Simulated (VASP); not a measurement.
A run of VASP 6.6.1 is set up as follows.

POSCAR

```
MgS
1.0
    0.0000000000      2.7742593044      2.9063722572
    2.7742593044      0.0000000000      2.9063722572
    2.7742593044      2.7742593044      0.0000000000
Mg S
1 1
Direct
    0.0000000000      0.0000000000      0.0000000000
    0.2500000000      0.2500000000      0.2500000000
```

Contents of INCAR.step1:

```
  PREC = Accurate
  ENCUT = 520
  ISMEAR = 0
  SIGMA = 0.01
  LREAL = F
  LASPH = T
  NELM = 60
  NBANDS = 11
  GGA = PE
  ALGO = Normal
  EDIFF = 1E-4
  LWAVE = T
  LCHARG = F
```

Contents of INCAR.step2:

```
  PREC = Accurate
  ENCUT = 520
  EDIFF = 1E-7
  ISMEAR = 0
  SIGMA = 0.01
  LREAL = F
  LASPH = T
  NELM = 60
  ALGO = Normal
  ISIF = 2
  LWAVE = F
  LCHARG = F
  METAGGA = R2SCAN
  LMIXTAU = T
  NBANDS = 11
  ISTART = 1
```

File KPOINTS:

```
Automatic mesh
0
Gamma
  8 8 8
```

Potentials or basis: VASP PAW PBE potentials, release 64 (Mg, S).

Launch:

```bash
$ cat potpaw_PBE.64/Mg/POTCAR potpaw_PBE.64/S/POTCAR > POTCAR
$ cp INCAR.step1 INCAR
$ mpirun -np 1 vasp_std > vasp.out
$ cp INCAR.step2 INCAR
$ mpirun -np 1 vasp_std > vasp.out
```

Estimate the pressure.

0.5 GPa.

What does it give for the band gap on the k mesh?

4.15 eV, direct.

Stress tensor (GPa, compression positive):
```
 0.94  0.00  0.00
 0.00  0.94  0.00
 0.00  0.00 -0.30
```

Caveat: the cell differs from its parent crystal (epitaxial xy strain -2.0%); the PAW data sets were made with another functional, which shifts forces and pressure a little. A k mesh can miss the band edges.
